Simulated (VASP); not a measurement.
Runs of VASP 6.6.1 on Al. The structure is that of space group P6_3/mmc (No. 194), or close to it. The cells are those of the table. This isn't the form of Al at room conditions, which is fcc.

```tsv
cell	gap on the mesh (eV)	pressure (GPa)
a = 2.860, b = 2.860, c = 9.094 Å, angles 90.0, 90.0, 120.0°, 4 atoms	none	(a)
a = 2.827, b = 2.827, c = 9.896 Å, angles 90.0, 90.0, 120.0°, 4 atoms	none	-5.1
a = 2.857, b = 2.857, c = 9.687 Å, angles 90.0, 90.0, 120.0°, 4 atoms	none	-5.4
a = 2.830, b = 2.830, c = 9.291 Å, angles 90.0, 90.0, 120.0°, 4 atoms	none	-1.4
a = 2.830, b = 2.830, c = 9.144 Å, angles 90.0, 90.0, 120.0°, 4 atoms	none	(b)
a = 2.842, b = 2.842, c = 9.791 Å, angles 90.0, 90.0, 120.0°, 4 atoms	none	-5.3
a = 2.873, b = 2.873, c = 9.584 Å, angles 90.0, 90.0, 120.0°, 4 atoms	none	-5.5
a = 2.800, b = 2.800, c = 9.341 Å, angles 90.0, 90.0, 120.0°, 4 atoms	none	(c)
```

Alike in all rows: task single point; level PBE+D3(BJ); potentials or basis VASP PAW PBE potentials, release 64 (Al); no spin polarisation; k mesh 18 × 18 × 6; cutoff (eV) 520; smearing gaussian 0.15 eV.

Question: Fill in the values left out.

Answer: (a) -1.3; (b) -0.1; (c) 0.0.

Caveats: the cell stands under tension (at least some runs).

A gap of «none» marks levels without a gap at the run's occupations.
